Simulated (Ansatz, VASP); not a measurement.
Two plane-wave programs on InSb

```
In Sb
1.0
     0.00000    3.32641    3.32641
     3.32641    0.00000    3.32641
     3.32641    3.32641    0.00000
In Sb
1 1
Cartesian
  0.0000 0.0000 0.0000
  1.6632 1.6632 1.6632
```

Change from the starting cell: hydrostatic strain +1.4%.

Alike in both runs: task single point; functional PBE; k mesh 6 × 6 × 6; occupations fermi-dirac, width 0.02 eV; no spin polarisation.

|  | VASP | Ansatz |
| --- | --- | --- |
| version | VASP 6.6.1 | Ansatz 0.2.0 |
| potentials or method | VASP PAW PBE potentials, release 64 (In_d, Sb) | plane waves, PAW |
| plane-wave cutoff (eV) | 520 | 420 |
| valence electrons in the cell | 18 | 28 |

VASP gave:

```
pressure (GPa) : -0.3
```

Problem. Which values does Ansatz return?

Solution. Pressure (GPa): -0.2.

VASP's potentials hold 18 valence electrons a cell and Ansatz's 28, so a difference there can come from the potentials and not from the codes.

Spin-orbit coupling is off throughout.
